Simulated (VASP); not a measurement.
# Ru (P6_3/mmc) in VASP: further runs

Ru is run at these levels: LDA; tasks: relaxation of shape and atoms at fixed volume.

Everything below comes from runs of VASP 6.6.1. Logs are shortened: lines on timing, memory, paths and dates and some standing lists are left out, and cuts for length are marked.

## Step 1: The cell of the first run

The structure is hexagonal, space group P6_3/mmc (No. 194). Conventional cell: a = 2.304 Å, b = 2.304 Å, c = 3.642 Å, α = 90.00°, β = 90.00°, γ = 120.00°. Within 3.0 Å of Ru (site symmetry -6m2) lie 12 Ru at 2.26 to 2.30 Å.

## Step 2: Relaxation of shape and atoms at fixed volume, LDA

Contents of INCAR:

```
SYSTEM = Ru
ALGO = Normal
EDIFF = 1E-6
EDIFFG = -0.005
ENCUT = 600
IBRION = 2
ISIF = 4
ISMEAR = -1
LASPH = .True.
LCHARG = .False.
LREAL = .False.
LWAVE = .False.
NELM = 80
NSW = 50
PREC = Accurate
SIGMA = 0.05
```

Contents of KPOINTS:

```
k-points
0
Gamma
  18 18 10
  0 0 0
```

Contents of POSCAR:

```
Ru
1.0
    2.3044047672      0.0000000000      0.0000000000
   -1.1522023836      1.9956730690      0.0000000000
    0.0000000000      0.0000000000      3.6420839208
Ru
2
Direct
    0.3333333333      0.6666666667      0.2500000000
    0.6666666667      0.3333333333      0.7500000000
```

Potentials or basis: VASP PAW LDA potentials, release 64 (Ru_pv).

On the command line:

```bash
> cat potpaw_LDA.64/Ru_pv/POTCAR > POTCAR
> mpirun -np 1 vasp_std > vasp.out
```

OUTCAR:

```text
SYSTEM = Ru
   EDIFF = 1E-6
   EDIFFG = -0.005
   ENCUT = 600
   IBRION = 2
   ISIF = 4
   ISMEAR = -1
   LASPH = .True.
   LREAL = .False.
   NELM = 80
   NSW = 50
   PREC = Accurate

 ion  position               nearest neighbor table
   1  0.333  0.667  0.250-   2 2.26   2 2.26   2 2.26   2 2.26   2 2.26   2 2.26   2 3.22   2 3.22
                             2 3.22   2 3.22   2 3.22   2 3.22
   2  0.667  0.333  0.750-   1 2.26   1 2.26   1 2.26   1 2.26   1 2.26   1 2.26   1 3.22   1 3.22
                             1 3.22   1 3.22   1 3.22   1 3.22

  LATTYP: Found a hexagonal cell.
 ALAT       =     2.3044047672
 C/A-ratio  =     1.5804879302

  Lattice vectors:

 A1 = (   2.3044047672,   0.0000000000,   0.0000000000)
 A2 = (  -1.1522023836,   1.9956730690,   0.0000000000)
 A3 = (   0.0000000000,   0.0000000000,   3.6420839208)

Analysis of symmetry for initial positions (statically):
=====================================================================
 Subroutine PRICEL returns:
 Original cell was already a primitive cell.

 Routine SETGRP: Setting up the symmetry group for a
 hexagonal supercell.

 Subroutine GETGRP returns: Found 24 space group operations
 (whereof 12 operations were pure point group operations)
 out of a pool of 24 trial point group operations.

The static configuration has the point symmetry D_3d.
 The point group associated with its full space group is D_6h.

Analysis of symmetry for dynamics (positions and initial velocities):
=====================================================================
 Subroutine PRICEL returns:
 Original cell was already a primitive cell.

 Routine SETGRP: Setting up the symmetry group for a
 hexagonal supercell.

 Subroutine GETGRP returns: Found 24 space group operations
 (whereof 12 operations were pure point group operations)
 out of a pool of 24 trial point group operations.

The dynamic configuration has the point symmetry D_3d.
 The point group associated with its full space group is D_6h.

 Subroutine INISYM returns: Found 24 space group operations
 (whereof 12 operations are pure point group operations),
 and found     1 'primitive' translations

----------------------------------------------------------------------------------------

                                     Primitive cell

  volume of cell :      16.7494

  direct lattice vectors                    reciprocal lattice vectors
     2.304404767  0.000000000  0.000000000     0.433951541  0.250542039  0.000000000
    -1.152202384  1.995673069  0.000000000     0.000000000  0.501084078  0.000000000
     0.000000000  0.000000000  3.642083921     0.000000000  0.000000000  0.274568083

  length of vectors
     2.304404767  2.304404767  3.642083921     0.501084078  0.501084078  0.274568083

  position of ions in fractional coordinates (direct lattice)
     0.333333333  0.666666667  0.250000000
     0.666666667  0.333333333  0.750000000

  ion indices of the primitive-cell ions
   primitive index   ion index
                 1           1
                 2           2

----------------------------------------------------------------------------------------

 KPOINTS: k-points

Automatic generation of k-mesh.
 Grid dimensions read from file:
 generate k-points for:   18   18   10

 Generating k-lattice:

  Cartesian coordinates                     Fractional coordinates (reciprocal lattice)
     0.024108419  0.013919002  0.000000000     0.055555556  0.000000000  0.000000000
     0.000000000  0.027838004  0.000000000     0.000000000  0.055555556  0.000000000
     0.000000000  0.000000000  0.027456808     0.000000000  0.000000000  0.100000000

  Length of vectors
     0.027838004  0.027838004  0.027456808

  Shift w.r.t. Gamma in fractional coordinates (k-lattice)
     0.000000000  0.000000000  0.000000000

 Subroutine IBZKPT returns following result:
 ===========================================

 Found    222 irreducible k-points:

 Following reciprocal coordinates:
            Coordinates               Weight
  0.000000  0.000000  0.000000      1.000000
  0.055556 -0.000000  0.000000      6.000000
  0.111111 -0.000000  0.000000      6.000000
  0.166667 -0.000000  0.000000      6.000000
  0.222222 -0.000000  0.000000      6.000000
  0.277778 -0.000000  0.000000      6.000000
[... 16 lines left out ...]
  0.333333  0.111111  0.000000     12.000000
  0.388889  0.111111  0.000000     12.000000
 [... further k-points ...]
   k-points           NKPTS =    222   k-points in BZ     NKDIM =    222   number of bands    NBANDS=     18
   number of dos      NEDOS =    301   number of ions     NIONS =      2
   total plane-waves  NPLWV =   9720
   dimension x,y,z NGX =    18 NGY =   18 NGZ =   30
   dimension x,y,z NGXF=    36 NGYF=   36 NGZF=   60
   ions per type =               2
   NGX,Y,Z   is equivalent  to a cutoff of  12.99, 12.99, 13.69 a.u.
   NGXF,Y,Z  is equivalent  to a cutoff of  25.97, 25.97, 27.39 a.u.
 SYSTEM =  Ru
   PREC   = accura    normal or accurate (medium, high low for compatibility)
   ISTART =      0    job   : 0-new  1-cont  2-samecut
   ICHARG =      2    charge: 1-file 2-atom 10-const
   ISPIN  =      1    spin polarized calculation?
   LNONCOLLINEAR =      F non collinear calculations
   LSORBIT =      F    spin-orbit coupling
   LASPH  =      T    aspherical Exc in radial PAW
   ENCUT  =  600.0 eV  44.10 Ry    6.64 a.u.   4.60  4.60  7.27*2*pi/ulx,y,z
   NELM   =     80;   NELMIN=  2; NELMDL= -5     # of ELM steps
   EDIFF  = 0.1E-05   stopping-criterion for ELM
   LREAL  =      F    real-space projection
   EDIFFG = -.5E-02   stopping-criterion for IOM
   NSW    =     50    number of steps for IOM
   IBRION =      2    ionic relax: 0-MD 1-quasi-New 2-CG
   NFREE  =      1    steps in history (QN), initial steepest desc. (CG)
   ISIF   =      4    stress and relaxation
   ISYM   =      2    0-nonsym 1-usesym 2-fastsym
   POTIM  = 0.5000    time-step for ionic-motion
   TEBEG  =    0.0;   TEEND  =   0.0 temperature during run
   PSTRESS=    0.0 pullay stress
   NELECT =      28.0000    total number of electrons
   NUPDOWN=      -1.0000    fix difference up-down
   EMIN   =  10.00;   EMAX   =-10.00  energy-range for DOS
   EFERMI =   0.00;   METHOD = LEGACY
   ISMEAR =    -1;   SIGMA  =   0.05  broadening in eV -4-tet -1-fermi 0-gaus
   EFERMI_NEDOS =   21; number of points for ismear=-14 and -15
   IALGO  =     38    algorithm
   IMIX   =      4    mixing-type and parameters
     AMIX     =   0.40;   BMIX     =  1.00
     AMIX_MAG =   1.60;   BMIX_MAG =  1.00
  volume/ion in A,a.u.               =       8.37        56.52
  Fermi-wavevector in a.u.,A,eV,Ry     =   1.942949  3.671642 51.362701  3.775052
  Thomas-Fermi vector in A             =   2.972245
   LORBIT       =      0    0 simple, 1 ext, 2 COOP (PROOUT), +10 PAW based schemes
   GGA     = CA    functional components
   LHFCALC =     F    Hartree Fock is set to
   AEXX    =    0.0000 exact exchange contribution
   IVDW    =     0    specifies the selected vdW correction
   LEPSILON=     F    determine dielectric tensor
   LRPA    =     F    only Hartree local field effects (RPA)
 conjugate gradient relaxation of ions
 non-spin polarized calculation
  energy-cutoff  :      600.00
  volume of cell :       16.75
 maximum number of plane-waves:       574
   NGX =  9   NGY =  9   NGZ = 15

--------------------------------------- Ionic step        1  -------------------------------------------

 number of electron      27.9999995 magnetization

 Free energy of the ion-electron system (eV)
  ---------------------------------------------------
  ext. energy  EPLUGINS =         0.00000000
  ---------------------------------------------------
  free energy    TOTEN  =       -12.29312953 eV

  energy without entropy =      -12.28684973  energy(sigma->0) =      -12.28998963

------------------------ aborting loop because EDIFF is reached ----------------------------------------

  FORCE on cell =-STRESS in cart. coord.  units (eV):
  Direction    XX          YY          ZZ          XY          YZ          ZX
  --------------------------------------------------------------------------------------
  -------------------------------------------------------------------------------------
  Total       47.2921921     47.2921921     50.2827489      0.0000000      0.0000000      0.0000000
  in kB     4523.7845928   4523.7845928   4809.8494617      0.0000000      0.0000000      0.0000000
  external PRESSURE =    4619.1395491 kB  Pullay stress =       0.0000000 kB
[... 93 lines left out ...]
  energy  without entropy=      -12.3007913066  energy(sigma->0) =      -12.30427729

--------------------------------------- Ionic step        4  -------------------------------------------

 number of electron      27.9999993 magnetization

 Free energy of the ion-electron system (eV)
  ---------------------------------------------------
  ext. energy  EPLUGINS =         0.00000000
  ---------------------------------------------------
  free energy    TOTEN  =       -12.30776685 eV

  energy without entropy =      -12.30080656  energy(sigma->0) =      -12.30428671

 E-fermi :  23.8832     XC(G=0): -17.5324

 val. band max:       23.8827773603   @ k =   0.2222   0.1111   0.1000
 cond. band min:      23.9298790231   @ k =   0.0556   0.0556   0.4000
 fundamental gap:      0.0471016627
 Fermi energy:        23.8831553395

 k-point     1 :       0.0000    0.0000    0.0000
  band No.  band energies     occupation
      1     -23.1424      2.00000
      2     -19.0281      2.00000
      3     -19.0281      2.00000
      4     -18.3815      2.00000
      5     -18.3815      2.00000
      6     -18.2685      2.00000
[... 10 lines left out ...]
     17      26.0323      0.00000
     18      26.8285      0.00000
[... 466 lines left out ...]
      2     -21.5870      2.00000
      3     -21.0934      2.00000
      4     -20.3008      2.00000
      5     -19.5043      2.00000
      6     -19.1942      2.00000
[... 10 lines left out ...]
     17      31.6313      0.00000
     18      33.6504      0.00000

 [... further k-points ...]
[... 5 lines left out ...]
  --------------------------------------------------------------------------------------
  -------------------------------------------------------------------------------------
  Total       48.1924621     48.1924621     48.1806598      0.0000000      0.0000000     -0.0000000
  in kB     4609.9008676   4609.9008677   4608.7719111      0.0000000      0.0000000     -0.0000000
  external PRESSURE =    4609.5245488 kB  Pullay stress =       0.0000000 kB
[... 17 lines left out ...]
  FREE ENERGIE OF THE ION-ELECTRON SYSTEM (eV)
  ---------------------------------------------------
  free  energy   TOTEN  =       -12.3077668520 eV

  energy  without entropy=      -12.3008065612  energy(sigma->0) =      -12.30428671

 reached required accuracy - stopping structural energy minimisation
```

Wall time 62 s (1 thread of Intel Xeon 6975P-C (Granite Rapids), shared host); peak memory 0.17 GiB.

Results:

```
Free energy               : -12.3078 eV
Energy gained by relaxing : 7.3 meV/atom
Ionic steps               : 4
Pressure after relaxing   : 461.0 GPa
Band gap on the k mesh    : zero (band 14 reaches 27.12 eV, above the bottom of band 15 at 20.49 eV)
```

Stress tensor (GPa, compression positive):
```
460.99   0.00   0.00
  0.00 460.99   0.00
  0.00   0.00 460.88
```

The path:
```csv
step,energy change (eV),largest force (eV/Å),pressure (GPa),volume (Å³)
1,0.0000,0.0000,461.91,16.75
2,0.2219,0.0000,463.09,16.75
3,-0.0146,0.0000,460.95,16.75
4,-0.0146,0.0000,460.95,16.75
```

Final structure:
```
Ru
1.0
     2.29309    0.00000    0.00000
    -1.14655    1.98587    0.00000
     0.00000    0.00000    3.67811
Ru
2
Direct
  0.33333 0.66667 0.25000
  0.66667 0.33333 0.75000
```

Levels at points of the mesh, in eV from the Fermi level:
```
           k point  band 11  band 12  band 13  band 14  band 15  band 16  band 17  band 18
(0.00, 0.00, 0.00)    -5.29    -4.03    -4.03    -2.75    -2.75     2.15     2.15     2.95
(0.50, 0.00, 0.00)    -3.77    -2.77    -1.94     3.24     4.04     4.11     8.20     9.77
(0.00, 0.00, 0.50)    -5.66    -5.66    -3.78    -3.78     1.13     1.13     1.13     1.13
(0.50, 0.00, 0.50)    -2.21    -2.21     1.28     1.28     3.75     3.75     6.69     6.69
```

## Step 3: Relaxation of shape and atoms at fixed volume, LDA

This run uses another cell than the first one, of 9.42 Å³/atom, 1.125 times its volume.

Contents of INCAR:

```
PREC = Accurate
ENCUT = 600
EDIFF = 1E-6
ISMEAR = -1
SIGMA = 0.05
LREAL = F
LASPH = T
NELM = 100
ALGO = Normal
ISIF = 4
LWAVE = F
LCHARG = F
GGA = CA
IBRION = 2
NSW = 50
EDIFFG = -0.005
```

Contents of KPOINTS:

```
regular mesh
0
Gamma
  18 18 10
```

Contents of POSCAR:

```
Ru
1.0
    2.3966775390      0.0000000000      0.0000000000
   -1.1983387695      2.0755836335      0.0000000000
    0.0000000000      0.0000000000      3.7879199230
Ru
2
Direct
    0.3333333333      0.6666666667      0.2500000000
    0.6666666667      0.3333333333      0.7500000000
```

Potentials or basis: VASP PAW LDA potentials, release 64 (Ru_pv).

On the command line:

```bash
> cat potpaw_LDA.64/Ru_pv/POTCAR > POTCAR
> mpirun -np 1 vasp_std > vasp.out
```

Wall time 73 s (1 thread of Intel Xeon 6975P-C (Granite Rapids), shared host); peak memory 0.19 GiB.

It converged, with:

* Free energy: -16.9286 eV
* Energy gained by relaxing: 3.5 meV/atom
* Ionic steps: 4
* Pressure after relaxing: 262.6 GPa
* Band gap on the k mesh: zero (band 14 reaches 23.40 eV, above the bottom of band 15 at 17.84 eV)

Step by step:
```tsv
step	energy change (eV)	largest force (eV/Å)	pressure (GPa)	volume (Å³)
1	0.0000	0.0000	262.87	18.84
2	0.0607	0.0000	262.71	18.84
3	-0.0071	0.0000	262.57	18.84
4	-0.0071	0.0000	262.57	18.84
```

Final structure:
```xyz
2
Lattice="2.3878 0.0000 0.0000 -1.1939 2.0679 0.0000 0.0000 0.0000 3.8160" Properties=species:S:1:pos:R:3 pbc="T T T"
Ru    0.0000    1.3786    0.9540
Ru    1.1939    0.6893    2.8620
```

Levels at points of the mesh, in eV from the Fermi level:
| k point | band 12 | band 13 | band 14 | band 15 | band 16 | band 17 |
| --- | --- | --- | --- | --- | --- | --- |
| (0.00, 0.00, 0.00) | -3.35 | -3.35 | -2.31 | -2.31 | 1.93 | 1.93 |
| (0.50, 0.00, 0.00) | -2.42 | -2.05 | 2.71 | 3.43 | 3.45 | 6.90 |
| (0.00, 0.00, 0.50) | -4.75 | -3.73 | -3.73 | 0.99 | 0.99 | 0.99 |
| (0.50, 0.00, 0.50) | -1.83 | 0.99 | 0.99 | 3.14 | 3.14 | 5.59 |
